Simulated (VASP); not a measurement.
Runs of VASP 6.6.1 on Ge. The structure is that of space group P6_3/mmc (No. 194), or close to it. The cells are those of the table. 

```csv
task,cell,gap on the mesh (eV),pressure (GPa),relaxed volume (Å³/atom)
single point,"a = 3.006, b = 3.006, c = 4.701 Å, angles 90.0, 90.0, 120.0°, 2 atoms",none,1.1,-
single point,"a = 3.037, b = 3.037, c = 4.748 Å, angles 90.0, 90.0, 120.0°, 2 atoms",none,-1.2,-
relaxation of cell and atoms,"relaxed from a = 3.022, b = 3.022, c = 4.724 Å, angles 90.0, 90.0, 120.0°, 2 atoms",none,0.0,(a)
single point,"a = 3.022, b = 3.022, c = 4.724 Å, angles 90.0, 90.0, 120.0°, 2 atoms",none,-0.1,-
relaxation of cell and atoms,"relaxed from a = 2.910, b = 2.910, c = 4.752 Å, angles 90.0, 90.0, 120.0°, 2 atoms",none,0.0,(b)
```

Alike in all rows: level PBEsol; potentials or basis VASP PAW PBE potentials, release 64 (Ge_d); no spin polarisation; k mesh 7 × 7 × 4; cutoff (eV) 500; smearing fermi-dirac 0.02 eV.

Fill in the values left out.

(a) 18.65; (b) 18.61.

Caveats: the PAW data sets were made with another functional, which shifts forces and pressure a little.

A k mesh can miss the band edges, and the runs leave out spin-orbit coupling on Ge.

A gap of «none» marks levels without a gap at the run's occupations.
